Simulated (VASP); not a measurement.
Input of a VASP 6.6.1 run:

Contents of INCAR:

```
SYSTEM = TiSi2
PREC = Accurate
ENCUT = 520
EDIFF = 1E-6
ISMEAR = 0
SIGMA = 0.15
LREAL = .False.
LASPH = .True.
NELM = 100
ALGO = Normal
ISIF = 2
LWAVE = .False.
LCHARG = .True.
GGA = PE
LELF = .True.
LVHAR = .True.
NBANDS = 29
```

KPOINTS

```
Automatic mesh
0
Gamma
  12 12 12
  0 0 0
```

The input POSCAR:

```
TiSi2
1.0
    1.8574003622     -6.5541480971      0.0000000000
    1.8574003622      6.5541480971      0.0000000000
    0.0000000000      0.0000000000      3.7480047988
Ti Si
2 4
Direct
    0.8968075259      0.1031924741      0.7500000000
    0.1031924741      0.8968075259      0.2500000000
    0.5591373592      0.4408626408      0.7500000000
    0.4408626408      0.5591373592      0.2500000000
    0.2498287182      0.7501712818      0.7500000000
    0.7501712818      0.2498287182      0.2500000000
```

Potentials or basis: VASP PAW PBE potentials, release 64 (Ti_sv, Si).

The run is started by

```sh
$ cat potpaw_PBE.64/Ti_sv/POTCAR potpaw_PBE.64/Si/POTCAR > POTCAR
$ mpirun -np 1 vasp_std > vasp.out
```

Problem. Predict the band gap on the k mesh.

Solution. Zero (bands 20 and 21 overlap by 0.82 eV).

Problem. What does it give for the pressure?

Solution. -7.5 GPa.

Problem. What does it give for the largest force?

Solution. 0.399 eV/Å.

Stress tensor (GPa, compression positive):
```
-12.17   0.00   0.00
  0.00   2.81   0.00
  0.00   0.00 -13.18
```

Caveat: the stress differs along the axes, from -13 to 3 GPa.
